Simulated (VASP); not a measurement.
Crystal: AlNi.

```xyz
2
Lattice="1.9387 -1.9532 0.0000 1.9387 1.9532 0.0000 0.0000 0.0000 3.0994" Properties=species:S:1:pos:R:3 pbc="T T T"
Al    0.0000    0.0000    0.0000
Ni    1.9387    0.0000    1.5497
```

Base run:

```yaml
Program: VASP 6.6.1
Functional: r2SCAN
Potentials_or_basis: VASP PAW PBE potentials, release 64 (Al, Ni)
Cutoff: 520 eV
k_mesh: 16 × 16 × 14
Occupations: methfessel-paxton, width 0.01 eV
Spin: no spin polarisation
```

Its results: band gap on the k mesh zero (an odd number of electrons rules out a gap without spin polarisation); pressure 0.4 GPa.

Problem. The run is repeated on the same cell with these changes: occupations from methfessel-paxton, width 0.01 eV to fermi-dirac, width 0.3 eV; further incar settings from ALGO = Normal; EDIFF = 1e-06; NBANDS = 14 to ALGO = Normal; EDIFF = 1e-07; NBANDS = 14. What comes out?

Solution. Band gap on the k mesh zero (an odd number of electrons rules out a gap without spin polarisation); pressure 1.1 GPa.

Caveats: the PAW data sets were made with another functional, which shifts forces and pressure a little; the stress differs along the axes, from -4 to 4 GPa (at least some runs); the stress differs along the axes, from -3 to 4 GPa (at least some runs); so wide a smearing shifts energies and pressures (at least some runs).
